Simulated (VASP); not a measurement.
The system is Sn.

```
Sn
1.0
     0.00000    3.23334    3.23334
     3.23334    0.00000    3.23334
     3.23334    3.23334    0.00000
Sn
2
Direct
  0.00000 0.00000 0.00000
  0.25000 0.25000 0.25000
```

Base run:

- Program: VASP 6.6.1
- Functional: RPBE
- Potentials or basis: VASP PAW PBE potentials, release 64 (Sn_d)
- Cutoff: 500 eV
- k mesh: 9 × 9 × 9
- Occupations: fermi-dirac, width 0.05 eV
- Spin: no spin polarisation

Its results: band gap on the k mesh zero (filled and empty bands touch); pressure 5.2 GPa.

**Question.** The run is repeated on the same cell with these changes: functional from RPBE to BLYP. What comes out?

**Answer.** Band gap on the k mesh zero (band 14 reaches 6.28 eV, above the bottom of band 15 at 6.21 eV); pressure 6.5 GPa.

Caveats: the PAW data sets were made with another functional, which shifts forces and pressure a little; spin-orbit coupling is left out, which moves the levels of the heavy elements.
